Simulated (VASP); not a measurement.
Runs of VASP 6.6.1 on BaAu3. The structure is that of space group Pm-3m (No. 221), or close to it. The cells are those of the table. 

| task | level | potentials or basis | cell | k mesh for the DOS | occupations for the DOS | gap on the mesh (eV) | pressure (GPa) |
| --- | --- | --- | --- | --- | --- | --- | --- |
| single point | PBEsol | VASP PAW PBE potentials, release 64 (Ba_sv, Au) | a = 4.657 Å, 4 atoms | - | - | none | (a) |
| single point | PBE | VASP PAW PBE potentials, release 64 (Ba_sv, Au) | a = 4.594 Å, 4 atoms | - | - | none | (b) |
| single point | PBE | VASP PAW PBE potentials, release 64 (Ba_sv, Au) | a = 4.718 Å, 4 atoms | - | - | none | -1.1 |
| single point | PBE | VASP PAW PBE potentials, release 64 (Ba_sv, Au) | a = 4.570 Å, 4 atoms | - | - | none | 4.0 |
| single point | PBE | VASP PAW PBE potentials, release 64 (Ba_sv, Au) | a = 4.688 Å, 4 atoms | - | - | none | -0.3 |
| single point | r2SCAN | VASP PAW PBE potentials, release 64 (Ba_sv, Au) | a = 4.657 Å, 4 atoms | - | - | none | -0.4 |
| single point | LDA | VASP PAW LDA potentials, release 64 (Ba_sv, Au) | a = 4.657 Å, 4 atoms | - | - | none | -5.9 |

Alike in all rows: no spin polarisation; k mesh 8 × 8 × 8; cutoff (eV) 520; smearing gaussian 0.05 eV.

Q: Estimate the missing entries.

A: (a) -3.8; (b) 2.9.

Caveats: spin-orbit coupling is left out, which moves the levels of the heavy elements; the PAW data sets were made with another functional, which shifts forces and pressure a little (some runs).

A k mesh can miss the band edges, and the runs leave out spin-orbit coupling on Au, Ba.

A gap of «none» marks levels without a gap at the run's occupations.
